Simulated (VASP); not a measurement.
# TiAl3 (P4mm) in VASP: further runs

TiAl3 is run at these levels: PBEsol; tasks: single point.

Program: VASP 6.6.1. These are calculated values, not measurements. Logs are shortened: lines on timing, memory, paths and dates and some standing lists are left out, and cuts for length are marked.

### Step 1. The cell of the first run

Symmetry: P4mm, No. 99, tetragonal system. Conventional cell: a = 3.948 Å, b = 3.948 Å, c = 3.948 Å, α = 90.00°, β = 90.00°, γ = 90.00°. Within 3.6 Å of Ti (site symmetry 4mm) lie 12 Al at 2.70 to 2.88 Å. Within 3.6 Å of Al (site symmetry 2mm) lie 4 Ti at 2.70 to 2.88 Å and 8 Al at 2.79 Å. Al (site symmetry 4mm) has 8 Al at 2.79 Å and 4 Ti at 2.79 Å within 3.7 Å.

### Step 2. Single point, PBEsol

Contents of INCAR:

```
SYSTEM = TiAl3
PREC = Accurate
ENCUT = 520
EDIFF = 1E-6
ISMEAR = 0
SIGMA = 0.15
LREAL = .FALSE.
LASPH = .TRUE.
NELM = 60
ALGO = Fast
ISIF = 2
LWAVE = .FALSE.
LCHARG = .FALSE.
GGA = PS
NBANDS = 18
```

Contents of KPOINTS:

```
Automatic mesh
0
G
  12 12 12
  0 0 0
```

Contents of POSCAR:

```
TiAl3
1.0
    3.9483448106      0.0000000000      0.0000000000
    0.0000000000      3.9483448106      0.0000000000
    0.0000000000      0.0000000000      3.9483448106
Ti Al
1 3
Direct
    0.0000000000      0.0000000000      0.0000000000
    0.4683411642      0.5000000000      0.0000000000
    0.4683411642      0.0000000000      0.5000000000
   -0.0316588358      0.5000000000      0.5000000000
```

Potentials or basis: VASP PAW PBE potentials, release 64 (Ti_sv, Al).

Started as:

```sh
cat potpaw_PBE.64/Ti_sv/POTCAR potpaw_PBE.64/Al/POTCAR > POTCAR
mpirun -np 1 vasp_std > vasp.out
```

OUTCAR:

```text
SYSTEM = TiAl3
   PREC = Accurate
   ENCUT = 520
   EDIFF = 1E-6
   ISMEAR = 0
   LREAL = .FALSE.
   LASPH = .TRUE.
   NELM = 60
   ISIF = 2
   GGA = PS

 ion  position               nearest neighbor table
   1  0.000  0.000  0.000-   2 2.70   3 2.70   3 2.70   2 2.70   4 2.79   4 2.79   4 2.79   4 2.79
                             2 2.88   3 2.88   3 2.88   2 2.88
   2  0.468  0.500  0.000-   1 2.70   1 2.70   4 2.79   3 2.79   4 2.79   3 2.79   3 2.79   3 2.79
                             4 2.79   4 2.79   1 2.88   1 2.88
   3  0.468  0.000  0.500-   1 2.70   1 2.70   4 2.79   2 2.79   2 2.79   2 2.79   4 2.79   2 2.79
                             4 2.79   4 2.79   1 2.88   1 2.88
   4  0.968  0.500  0.500-   2 2.79   3 2.79   2 2.79   3 2.79   2 2.79   3 2.79   2 2.79   3 2.79
                             1 2.79   1 2.79   1 2.79   1 2.79

  LATTYP: Found a simple cubic cell.
 ALAT       =     3.9483448106

  Lattice vectors:

 A1 = (   3.9483448106,   0.0000000000,   0.0000000000)
 A2 = (   0.0000000000,   3.9483448106,   0.0000000000)
 A3 = (   0.0000000000,   0.0000000000,   3.9483448106)

Analysis of symmetry for initial positions (statically):
=====================================================================
 Subroutine PRICEL returns:
 Original cell was already a primitive cell.

 Routine SETGRP: Setting up the symmetry group for a
 simple cubic supercell.

 Subroutine GETGRP returns: Found  8 space group operations
 (whereof  8 operations were pure point group operations)
 out of a pool of 48 trial point group operations.

The static configuration has the point symmetry C_4v.

Analysis of symmetry for dynamics (positions and initial velocities):
=====================================================================
 Subroutine PRICEL returns:
 Original cell was already a primitive cell.

 Routine SETGRP: Setting up the symmetry group for a
 simple cubic supercell.

 Subroutine GETGRP returns: Found  8 space group operations
 (whereof  8 operations were pure point group operations)
 out of a pool of 48 trial point group operations.

The dynamic configuration has the point symmetry C_4v.

 Subroutine INISYM returns: Found  8 space group operations
 (whereof  8 operations are pure point group operations),
 and found     1 'primitive' translations

----------------------------------------------------------------------------------------

                                     Primitive cell

  volume of cell :      61.5524

  direct lattice vectors                    reciprocal lattice vectors
[... 97 lines left out ...]
   ISIF   =      2    stress and relaxation
   ISYM   =      2    0-nonsym 1-usesym 2-fastsym
   POTIM  = 0.5000    time-step for ionic-motion
   TEBEG  =    0.0;   TEEND  =   0.0 temperature during run
   PSTRESS=    0.0 pullay stress
   NELECT =      21.0000    total number of electrons
   NUPDOWN=      -1.0000    fix difference up-down
   EMIN   =  10.00;   EMAX   =-10.00  energy-range for DOS
   EFERMI =   0.00;   METHOD = LEGACY
   ISMEAR =     0;   SIGMA  =   0.15  broadening in eV -4-tet -1-fermi 0-gaus
   EFERMI_NEDOS =   21; number of points for ismear=-14 and -15
   IALGO  =     68    algorithm
   IMIX   =      4    mixing-type and parameters
     AMIX     =   0.40;   BMIX     =  1.00
     AMIX_MAG =   1.60;   BMIX_MAG =  1.00
  volume/ion in A,a.u.               =      15.39       103.84
  Fermi-wavevector in a.u.,A,eV,Ry     =   1.143930  2.161715 17.804261  1.308576
  Thomas-Fermi vector in A             =   2.280624
   LORBIT       =      0    0 simple, 1 ext, 2 COOP (PROOUT), +10 PAW based schemes
   GGA     = PS    functional components
   LHFCALC =     F    Hartree Fock is set to
   AEXX    =    0.0000 exact exchange contribution
   IVDW    =     0    specifies the selected vdW correction
   LEPSILON=     F    determine dielectric tensor
   LRPA    =     F    only Hartree local field effects (RPA)
 non-spin polarized calculation
 RMM-DIIS sequential band-by-band and
 Gauss-broadening in eV      SIGMA  =   0.15
  energy-cutoff  :      520.00
  volume of cell :       61.55
 maximum number of plane-waves:      1683
 NGX is ok and might be reduce to    30
   NGX = 15   NGY = 15   NGZ = 15

 number of electron      20.9999997 magnetization

 Free energy of the ion-electron system (eV)
  ---------------------------------------------------
  ext. energy  EPLUGINS =         0.00000000
  ---------------------------------------------------
  free energy    TOTEN  =       -22.05975992 eV

  energy without entropy =      -22.03147425  energy(sigma->0) =      -22.04561709

 E-fermi :   9.1034     XC(G=0): -10.9347

 val. band max:        9.0950585931   @ k =   0.0000   0.2500   0.1667
 cond. band min:       9.1061674361   @ k =   0.0833   0.1667   0.1667
 fundamental gap:      0.0111088430
 Fermi energy:         9.1033604217

 k-point     1 :       0.0000    0.0000    0.0000
  band No.  band energies     occupation
      1     -47.5879      2.00000
      2     -23.9986      2.00000
      3     -23.9986      2.00000
      4     -23.9985      2.00000
      5      -1.7481      2.00000
      6       5.9646      2.00000
[... 481 lines left out ...]
      5      -0.6269      2.00000
      6       2.5264      2.00000
[... 10 lines left out ...]
     17      12.9945      0.00000
     18      15.0493      0.00000

 [... further k-points ...]

------------------------ aborting loop because EDIFF is reached ----------------------------------------

  FORCE on cell =-STRESS in cart. coord.  units (eV):
  Direction    XX          YY          ZZ          XY          YZ          ZX
  --------------------------------------------------------------------------------------
  -------------------------------------------------------------------------------------
  Total        0.2977494      0.2210260      0.2210260     -0.0000000      0.0000000      0.0000000
  in kB        7.7502601      5.7531904      5.7531904     -0.0000000      0.0000000      0.0000000
  external PRESSURE =       6.4188803 kB  Pullay stress =       0.0000000 kB

 VOLUME and BASIS-vectors are now :
 -----------------------------------------------------------------------------
  energy-cutoff  :      520.00
  volume of cell :       61.55
      direct lattice vectors                 reciprocal lattice vectors
     3.948344811  0.000000000  0.000000000     0.253270686  0.000000000  0.000000000
     0.000000000  3.948344811  0.000000000     0.000000000  0.253270686  0.000000000
     0.000000000  0.000000000  3.948344811     0.000000000  0.000000000  0.253270686

 POSITION                                       TOTAL-FORCE (eV/Angst)
 -----------------------------------------------------------------------------------
      0.00000      0.00000      0.00000        -1.162406     -0.000000     -0.000000
      1.84917      1.97417      0.00000         0.516474     -0.000000     -0.000000
      1.84917      0.00000      1.97417         0.516474      0.000000      0.000000
      3.82334      1.97417      1.97417         0.129457     -0.000000     -0.000000
 -----------------------------------------------------------------------------------
    total drift:                               -0.002034      0.000000     -0.000000

  FREE ENERGIE OF THE ION-ELECTRON SYSTEM (eV)
  ---------------------------------------------------
  free  energy   TOTEN  =       -22.0597599175 eV

  energy  without entropy=      -22.0314742547  energy(sigma->0) =      -22.04561709
```

OSZICAR:

```text
N       E                     dE             d eps       ncg     rms          rms(c)
DAV:   1     0.121144190573E+03    0.12114E+03   -0.91804E+03  7056   0.108E+03
DAV:   2    -0.153525392072E+02   -0.13650E+03   -0.13293E+03  7160   0.286E+02
DAV:   3    -0.238973885060E+02   -0.85448E+01   -0.83846E+01 11152   0.662E+01
[... 17 lines left out ...]
RMM:  21    -0.220597545487E+02   -0.38430E-05   -0.41853E-05  9741   0.283E-02    0.907E-03
RMM:  22    -0.220597570904E+02   -0.25417E-05   -0.27226E-05  9271   0.215E-02    0.187E-02
RMM:  23    -0.220597582831E+02   -0.11926E-05   -0.17438E-05  9525   0.187E-02    0.944E-03
RMM:  24    -0.220597592142E+02   -0.93112E-06   -0.10541E-05  8503   0.161E-02    0.459E-03
RMM:  25    -0.220597599175E+02   -0.70331E-06   -0.76830E-06  7936   0.130E-02
   1 F= -.22059760E+02 E0= -.22045617E+02  d E =-.282857E-01
```

stdout:

```text
POSCAR found type information on POSCAR TiAl
 POSCAR found :  2 types and       4 ions
 scaLAPACK will be used
 -----------------------------------------------------------------------------
|                                                                             |
|                                                                             |
|     You enforced a specific xc type in the INCAR file but a different       |
|     I HOPE YOU KNOW WHAT YOU ARE DOING!                                     |
|                                                                             |
 -----------------------------------------------------------------------------

 LDA part: xc-table for (Slater+PW92), standard interpolation
 POSCAR, INCAR and KPOINTS ok, starting setup
 FFT: planning ... GRIDC
 FFT: planning ... GRID_SOFT
 FFT: planning ... GRID
 WAVECAR not read
 entering main loop
WARNING in EDDRMM: call to ZHEGV failed, returncode =   6  3     11
WARNING in EDDRMM: call to ZHEGV failed, returncode =   6  3     13
```

It took 6 min on 1 thread of AMD EPYC 9R14 (Zen 4), shared host; peak memory 0.29 GiB.

Results:

- Free energy: -22.0598 eV
- Pressure: 0.6 GPa
- Largest force: 1.162 eV/Å
- Band gap on the k mesh: zero (an odd number of electrons rules out a gap without spin polarisation)

Forces in eV/Å, atoms in the order of the input:
```
Ti  -1.162  0.000  0.000
Al   0.516  0.000  0.000
Al   0.516  0.000  0.000
Al   0.129  0.000  0.000
```

Stress tensor (GPa, compression positive):
```
0.78 0.00 0.00
0.00 0.58 0.00
0.00 0.00 0.58
```

Levels at points of the mesh, in eV from the Fermi level:
```csv
k point,band 8,band 9,band 10,band 11,band 12,band 13
"(0.00, 0.00, 0.00)",-2.17,-2.17,-2.13,0.15,0.15,0.15
"(0.50, 0.00, 0.00)",-2.28,-2.23,0.40,0.74,0.74,0.81
"(0.00, 0.50, 0.00)",-2.26,-2.22,0.28,0.76,0.88,0.94
"(0.50, 0.50, 0.00)",-5.06,-1.28,-1.27,0.62,0.85,1.11
"(0.00, 0.50, 0.50)",-5.05,-1.26,-1.26,0.55,0.87,1.13
"(0.50, 0.50, 0.50)",-4.97,-3.51,-3.51,-3.50,0.19,1.19
```

Caveat: the cell differs from its parent crystal (all Al atoms moved +0.125 Å, as atom 2 towards its neighbour atom 2 (Al) at 3.948 Å); the PAW data sets were made with another functional, which shifts forces and pressure a little.

### Step 3. Single point, PBEsol

Contents of INCAR:

```
SYSTEM = TiAl3
ALGO = Fast
EDIFF = 1E-6
ENCUT = 520
GGA = PS
ISIF = 2
ISMEAR = 0
LASPH = .TRUE.
LCHARG = .FALSE.
LREAL = .FALSE.
LWAVE = .FALSE.
NBANDS = 18
NELM = 100
PREC = Accurate
SIGMA = 0.15
```

Contents of KPOINTS:

```
k-points
0
G
  12 12 12
  0 0 0
```

Contents of POSCAR:

```
TiAl3
1.0
    3.9483448106      0.0000000000      0.0000000000
    0.0000000000      3.9483448106      0.0000000000
    0.0000000000      0.0000000000      3.9483448106
Ti Al
1 3
Direct
    0.0000000000      0.0000000000      0.0000000000
    0.3891940747      0.5000000000      0.0000000000
    0.3891940747      0.0000000000      0.5000000000
   -0.1108059253      0.5000000000      0.5000000000
```

Potentials or basis: VASP PAW PBE potentials, release 64 (Ti_sv, Al).

Started as:

```sh
cat potpaw_PBE.64/Ti_sv/POTCAR potpaw_PBE.64/Al/POTCAR > POTCAR
mpirun -np 1 vasp_std > vasp.out
```

Wall time 6.7 min (1 thread of AMD EPYC 9R14 (Zen 4), shared host); peak memory 0.29 GiB.

It converged, with:

```
Free energy            : -21.2295 eV
Pressure               : 6.3 GPa
Largest force          : 4.225 eV/Å
Band gap on the k mesh : zero (an odd number of electrons rules out a gap without spin polarisation)
```

Forces on the atoms (eV/Å):
```
Ti  -4.225  0.000  0.000
Al   1.865  0.000  0.000
Al   1.865  0.000  0.000
Al   0.495  0.000  0.000
```

Stress tensor (GPa, compression positive):
```
7.37 0.00 0.00
0.00 5.71 0.00
0.00 0.00 5.71
```

Levels at points of the mesh, in eV from the Fermi level:
```
           k point  band 7  band 8  band 9  band 10  band 11  band 12  band 13  band 14
(0.00, 0.00, 0.00)   -3.15   -2.12   -2.12    -1.65     0.21     0.28     0.28     0.76
(0.50, 0.00, 0.00)   -2.33   -2.19   -2.19     0.46     0.70     0.81     0.81     1.50
(0.00, 0.50, 0.00)   -2.24   -2.15   -1.99    -0.09     0.56     0.81     1.17     1.25
(0.50, 0.50, 0.00)   -5.99   -4.93   -1.30    -1.22     0.67     0.72     1.26     1.34
(0.00, 0.50, 0.50)   -6.02   -4.75   -1.03    -1.03     0.28     0.86     1.06     1.95
(0.50, 0.50, 0.50)   -5.02   -4.68   -3.41    -3.41    -3.22     0.29     1.11     1.45
```

Caveat: the cell differs from its parent crystal (all Al atoms moved +0.438 Å, as atom 2 towards its neighbour atom 2 (Al) at 3.948 Å); the cell stands under pressure; the PAW data sets were made with another functional, which shifts forces and pressure a little.

### Step 4. Single point, PBEsol

Contents of INCAR:

```
SYSTEM = TiAl3
PREC     = Accurate       ! precision mode
ENCUT    = 520            ! plane-wave cutoff, eV
EDIFF    = 1E-6           ! SCF threshold, eV
ISMEAR   = 0              ! smearing method
SIGMA    = 0.15           ! smearing width, eV
LREAL    = .FALSE.        ! projectors in reciprocal space
LASPH    = .TRUE.         ! aspherical terms in the spheres
NELM     = 100            ! most SCF steps
ALGO     = Fast           ! electronic algorithm
ISIF     = 2              ! what is computed and relaxed
LWAVE    = .FALSE.        ! write WAVECAR
LCHARG   = .TRUE.         ! write CHGCAR
GGA      = PS             ! functional
LELF     = .TRUE.         ! ELF
LVHAR    = .TRUE.       
NBANDS   = 18             ! bands
```

Contents of KPOINTS:

```
Automatic mesh
0
G
  12 12 12
  0 0 0
```

Contents of POSCAR:

```
TiAl3
1.0
    3.9483448106      0.0000000000      0.0000000000
    0.0000000000      3.9483448106      0.0000000000
    0.0000000000      0.0000000000      3.9483448106
Ti Al
1 3
Direct
    0.0000000000      0.0000000000      0.0000000000
    0.4208529105      0.5000000000      0.0000000000
    0.4208529105      0.0000000000      0.5000000000
   -0.0791470895      0.5000000000      0.5000000000
```

Started as:

```sh
cat potpaw_PBE.64/Ti_sv/POTCAR potpaw_PBE.64/Al/POTCAR > POTCAR
mpirun -np 1 vasp_std > vasp.out
```

Run time: 6.3 min. Hardware: 1 thread of AMD EPYC 9R14 (Zen 4), shared host; peak memory 0.29 GiB.

Results (log left out):

```yaml
Free_energy: -21.6764 eV
Pressure: 3.3 GPa
Largest_force: 2.951 eV/Å
Band_gap_on_the_k_mesh: zero (an odd number of electrons rules out a gap without spin polarisation)
```

Forces on the atoms (eV/Å):
```
Ti  -2.951  0.000  0.000
Al   1.302  0.000  0.000
Al   1.302  0.000  0.000
Al   0.347  0.000  0.000
```

Stress tensor (GPa, compression positive):
```
4.02 0.00 0.00
0.00 2.93 0.00
0.00 0.00 2.93
```

Levels at points of the mesh, in eV from the Fermi level:
```csv
k point,band 8,band 9,band 10,band 11,band 12,band 13
"(0.00, 0.00, 0.00)",-2.15,-2.15,-1.89,0.19,0.21,0.21
"(0.50, 0.00, 0.00)",-2.23,-2.23,0.44,0.70,0.78,0.78
"(0.00, 0.50, 0.00)",-2.19,-2.13,0.04,0.79,0.83,1.01
"(0.50, 0.50, 0.00)",-5.00,-1.29,-1.25,0.64,0.79,1.20
"(0.00, 0.50, 0.50)",-4.91,-1.14,-1.14,0.37,0.87,1.10
"(0.50, 0.50, 0.50)",-4.80,-3.46,-3.46,-3.37,0.25,1.16
```

Caveat: the cell differs from its parent crystal (all Al atoms moved +0.312 Å, as atom 2 towards its neighbour atom 2 (Al) at 3.948 Å); the cell stands under pressure; the PAW data sets were made with another functional, which shifts forces and pressure a little.

### Step 5. Single point, PBEsol

Contents of INCAR:

```
SYSTEM = TiAl3
PREC = Accurate
ENCUT = 520
EDIFF = 1E-6
ISMEAR = 0
SIGMA = 0.15
LREAL = .False.
LASPH = .True.
NELM = 60
ALGO = Fast
ISIF = 2
LWAVE = .False.
LCHARG = .False.
GGA = PS
NBANDS = 18
```

Contents of KPOINTS:

```
regular mesh
0
Gamma
  12 12 12
  0 0 0
```

Contents of POSCAR:

```
TiAl3
1.0
    3.9483448106      0.0000000000      0.0000000000
    0.0000000000      3.9483448106      0.0000000000
    0.0000000000      0.0000000000      3.9483448106
Ti Al
1 3
Direct
    0.0000000000      0.0000000000      0.0000000000
    0.4525117463      0.5000000000      0.0000000000
    0.4525117463      0.0000000000      0.5000000000
   -0.0474882537      0.5000000000      0.5000000000
```

Started as:

```sh
cat potpaw_PBE.64/Ti_sv/POTCAR potpaw_PBE.64/Al/POTCAR > POTCAR
mpirun -np 1 vasp_std > vasp.out
```

Run time: 6 min. Hardware: 1 thread of AMD EPYC 9R14 (Zen 4), shared host; peak memory 0.29 GiB.

Results (log left out):

| Property | Result |
| --- | --- |
| Free energy | -21.9690 eV |
| Pressure | 1.1 GPa |
| Largest force | 1.749 eV/Å |
| Band gap on the k mesh | zero (an odd number of electrons rules out a gap without spin polarisation) |

Forces in eV/Å, atoms in the order of the input:
```
Ti  -1.749  0.000  0.000
Al   0.775  0.000  0.000
Al   0.775  0.000  0.000
Al   0.198  0.000  0.000
```

Stress tensor (GPa, compression positive):
```
1.43 0.00 0.00
0.00 0.99 0.00
0.00 0.00 0.99
```

Levels at points of the mesh, in eV from the Fermi level:
```csv
k point,band 8,band 9,band 10,band 11,band 12,band 13
"(0.00, 0.00, 0.00)",-2.17,-2.17,-2.07,0.16,0.17,0.17
"(0.50, 0.00, 0.00)",-2.27,-2.25,0.41,0.75,0.75,0.76
"(0.00, 0.50, 0.00)",-2.23,-2.21,0.20,0.79,0.94,0.95
"(0.50, 0.50, 0.00)",-5.05,-1.28,-1.27,0.63,0.83,1.14
"(0.00, 0.50, 0.50)",-5.01,-1.23,-1.23,0.49,0.87,1.13
"(0.50, 0.50, 0.50)",-4.92,-3.50,-3.50,-3.47,0.20,1.19
```

Caveat: the cell differs from its parent crystal (all Al atoms moved +0.188 Å, as atom 2 towards its neighbour atom 2 (Al) at 3.948 Å); the PAW data sets were made with another functional, which shifts forces and pressure a little.

### Step 6. The runs side by side

```tsv
cell	gap on the mesh (eV)	pressure (GPa)	largest force (eV/Å)
as given, atomic positions A	none	0.6	1.16
as given, atomic positions B	none	6.3	4.22
as given, atomic positions C	none	3.3	2.95
as given, atomic positions D	none	1.1	1.75
```

Alike in all rows: task single point; level PBEsol; potentials or basis VASP PAW PBE potentials, release 64 (Ti_sv, Al); no spin polarisation; k mesh 12 × 12 × 12; cutoff (eV) 520; smearing gaussian 0.15 eV.

Caveats: the PAW data sets were made with another functional, which shifts forces and pressure a little; the cell stands under pressure (at least some runs).

Absolute energies hang on the potentials; compare differences alone.
